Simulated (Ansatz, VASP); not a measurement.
One calculation of MoS2, two programs

The input POSCAR:

```
MoS2
1.0
    3.1542346165      0.0000000000      0.0000000000
   -1.5771173083      2.7316473074      0.0000000000
    0.0000000000      0.0000000000     32.2630186430
S Mo
2 1
Direct
    0.3333333333      0.6666666667      0.4514239391
    0.3333333333      0.6666666667      0.5485760609
    0.6666666667      0.3333333333      0.5000000000
```

INCAR.step1

```
SYSTEM = MoS2
ALGO = Normal
DIPOL = 0.5 0.5 0.500
EDIFF = 1E-4
ENCUT = 520
GGA = PE
IDIPOL = 3
ISMEAR = 0
LASPH = .True.
LCHARG = .False.
LDIPOL = .True.
LREAL = .False.
LWAVE = .True.
NBANDS = 20
NELM = 80
PREC = Accurate
SIGMA = 0.02
```

INCAR.step2

```
SYSTEM = MoS2
ALGO = Normal
DIPOL = 0.5 0.5 0.500
EDIFF = 1E-6
ENCUT = 520
IDIPOL = 3
ISIF = 2
ISMEAR = 0
ISTART = 1
LASPH = .True.
LCHARG = .False.
LDIPOL = .True.
LMIXTAU = .True.
LREAL = .False.
LWAVE = .False.
METAGGA = R2SCAN
NBANDS = 20
NELM = 80
PREC = Accurate
SIGMA = 0.02
```

KPOINTS

```
k-points
0
Gamma
  12 12 1
  0 0 0
```

Input for Ansatz:

```yaml
crystal:
  lattice:
    - [3.1542346165, 0.0, 0.0]
    - [-1.5771173083, 2.7316473074, 0.0]
    - [0.0, 0.0, 32.263018643]
  atoms:
    - { symbol: S, position: [0.3333333333, 0.6666666667, 0.4514239391] }
    - { symbol: Mo, position: [0.6666666667, 0.3333333333, 0.5] }
    - { symbol: S, position: [0.3333333333, 0.6666666667, 0.5485760609] }
  periodic: [true, true, false]
basis:
  ecutwfc: 500
kpoints:
  mp_grid: { grid: [12, 12, 1] }
  band_path:
    path:
      - [0.0, 0.0, 0.0]
      - [0.05, 0.0, 0.0]
      - [0.1, 0.0, 0.0]
      - [0.15, 0.0, 0.0]
      - [0.2, 0.0, 0.0]
      - [0.25, 0.0, 0.0]
      - [0.3, 0.0, 0.0]
      - [0.35, 0.0, 0.0]
      - [0.4, 0.0, 0.0]
      - [0.45, 0.0, 0.0]
      - [0.5, 0.0, 0.0]
      - [0.4833333333, 0.0333333333, 0.0]
      - [0.4666666667, 0.0666666667, 0.0]
      - [0.45, 0.1, 0.0]
      - [0.4333333333, 0.1333333333, 0.0]
      - [0.4166666667, 0.1666666667, 0.0]
      - [0.4, 0.2, 0.0]
      - [0.3833333333, 0.2333333333, 0.0]
      - [0.3666666667, 0.2666666667, 0.0]
      - [0.35, 0.3, 0.0]
      - [0.3333333333, 0.3333333333, 0.0]
      - [0.3, 0.3, 0.0]
      - [0.2666666667, 0.2666666667, 0.0]
      - [0.2333333333, 0.2333333333, 0.0]
      - [0.2, 0.2, 0.0]
      - [0.1666666667, 0.1666666667, 0.0]
      - [0.1333333333, 0.1333333333, 0.0]
      - [0.1, 0.1, 0.0]
      - [0.0666666667, 0.0666666667, 0.0]
      - [0.0333333333, 0.0333333333, 0.0]
    npoints: 1
hamiltonian:
  xc: r2scan
scf:
  occupations: { method: gaussian, width: 0.02 }
  n_extra_bands: 6
output:
  forces: true
  stress: true
  eigenvalues: true
  write_density: true
  write_potential: true
  elf: true
  volumetric_format: npy
```

Alike in both runs: task single point; functional r2SCAN; k mesh 12 × 12 × 1; occupations gaussian, width 0.02 eV; no spin polarisation.

```csv
,VASP,Ansatz
version,VASP 6.6.1,Ansatz 0.2.0
potentials or method,"VASP PAW PBE potentials, release 64 (S, Mo_sv), cutoff 520 eV","scalar-relativistic, plane waves, PAW"
valence electrons in the cell,26,26
```

VASP gave:

| Item | Value |
| --- | --- |
| gap on the k mesh at the Fermi level (eV) | 1.89 |
| least direct gap on the mesh (eV) | 1.89 |
| rms of the force components (eV/Å) | 0.048 |

**Question.** Which values does Ansatz return?

**Answer.** gap on the k mesh at the Fermi level (eV): 1.89; least direct gap on the mesh (eV): 1.89; rms of the force components (eV/Å): 0.050.

VASP's potentials were made for PBE, not for r2SCAN. The functional is the same, so the differences come from potentials, cutoffs and numerics. Ansatz's warnings: xc potential rough in thin density.
